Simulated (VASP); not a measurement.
Runs of VASP 6.6.1 on Cu. The structure is that of space group Im-3m (No. 229), or close to it. The cells are those of the table. 

```csv
potentials or basis,cell,cutoff (eV),gap on the mesh (eV),pressure (GPa)
"VASP PAW LDA potentials, release 64 (Cu)","a = 2.471 Å, angles 111.1, 111.1, 106.3°, 1 atom",520,none,-8.5
"VASP PAW LDA potentials, release 64 (Cu)","a = 2.469 Å, angles 109.4, 109.4, 109.6°, 1 atom",520,none,-8.5
"VASP PAW LDA potentials, release 64 (Cu)","a = 2.471 Å, angles 107.8, 107.8, 112.8°, 1 atom",520,none,-8.4
"VASP PAW LDA potentials, release 64 (Cu)","a = 2.486 Å, angles 107.8, 107.8, 112.8°, 1 atom",520,none,-10.7
"VASP PAW LDA potentials, release 64 (Cu_sv_GW)","a = 2.405 Å, angles 109.4, 109.4, 109.6°, 1 atom",820,none,(a)
```

Alike in all rows: task single point; level LDA; no spin polarisation; k mesh 24 × 24 × 24; smearing gaussian 0.15 eV.

Question: Fill in the values left out.

Answer: (a) 3.1.

Caveats: the cell stands under tension (at least some runs); the cell stands under pressure (at least some runs).

A gap of «none» marks levels without a gap at the run's occupations.

The runs don't all hold the same shells in valence.
